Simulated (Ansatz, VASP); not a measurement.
# One calculation of GdN, two programs

```
Gd N
1.0
     0.00000    2.45000    2.45000
     2.45000    0.00000    2.45000
     2.45000    2.45000    0.00000
Gd N
1 1
Cartesian
  0.0000 0.0000 0.0000
  0.0000 0.0000 2.1000
```

Alike in both runs: task single point; functional PBE; k mesh 3 × 3 × 3; occupations fermi-dirac, width 0.15 eV; collinear spin.

|  | VASP | Ansatz |
| --- | --- | --- |
| version | VASP 6.6.1 | Ansatz 0.2 development build |
| potentials or method | VASP PAW PBE potentials, release 64 (Gd, N), cutoff 600 eV | all-electron full-potential LAPW, non-relativistic |

VASP gave:

- pressure (GPa): 14.5
- traceless stress, the component that is largest in VASP (GPa): 15.43
- rms of the force components (eV/Å): 1.182
- net moment per atom (μB): 3.50
- size of the moment on the site where the two differ most (μB): 6.79

Question: Estimate Ansatz's values.

Answer: Pressure (GPa): 23.2; traceless stress, the component that is largest in VASP (GPa): 11.43; rms of the force components (eV/Å): 1.042; net moment per atom (μB): 3.46; size of the moment on the site where the two differ most (μB): 6.66.

Site moments also hang on the region over which each program counts them. Atom by atom the forces differ by 0.140 eV/Å (rms over components). One of these differences is far larger than is usual between the two programs; its cause wasn't traced. Ansatz ran all-electron here, and VASP with PAW potentials.

The k mesh is coarse, so the values compare programs but aren't converged. Spin-orbit coupling is off throughout.
